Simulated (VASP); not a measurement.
Write the native input for VASP 6.6.1 that does the following.

```yaml
Task: single point
Functional: PBE
Potentials_or_basis: VASP PAW PBE potentials, release 64 (Si, N)
Cutoff: 520 eV
k_mesh: 8 × 8 × 2
Occupations: gaussian, width 0.2 eV
Spin: no spin polarisation
Dipole_correction: no
Further_INCAR_settings: ALGO = Normal; EDIFF = 1e-06; NBANDS = 22
```

The structure of Si2N lies in POSCAR:

```
Si2N
1.0
    2.7336547280     -0.0187819460      0.1629443490
   -0.0185616264      2.7336107721      0.1630746806
    0.6380030993      0.6376640312     10.5736825840
Si N
4 2
Direct
    0.4384458328     -0.0604066731      0.1205948441
    0.4448619553     -0.0514130626      0.6201817906
    0.0589661040      0.5630316026      0.3794154023
    0.0529192303      0.5537637466      0.8797906515
   -0.0008922905      0.9926506853      0.0003270851
    0.0056991679      1.0023737012      0.4996902263
```

These files were run (other wordings do the same):

INCAR

```
SYSTEM = Si2N
PREC = Accurate
ENCUT = 520
EDIFF = 1E-6
ISMEAR = 0
SIGMA = 0.2
LREAL = .FALSE.
LASPH = .TRUE.
NELM = 100
ALGO = Normal
ISIF = 2
LWAVE = .FALSE.
LCHARG = .FALSE.
GGA = PE
NBANDS = 22
```

KPOINTS

```
regular mesh
0
G
  8 8 2
  0 0 0
```

Potentials or basis: VASP PAW PBE potentials, release 64 (Si, N).

Run with:

```console
$ cat potpaw_PBE.64/Si/POTCAR potpaw_PBE.64/N/POTCAR > POTCAR
$ mpirun -np 1 vasp_std > vasp.out
```

Results of the run:

- Pressure: -0.1 GPa
- Largest force: 0.029 eV/Å
- Band gap on the k mesh: zero (bands 13 and 14 overlap by 3.35 eV)

Wall time 55 s on 1 thread of AMD EPYC 7R13 Processor (Zen 3), with other jobs on the host, peak memory 0.19 GiB.
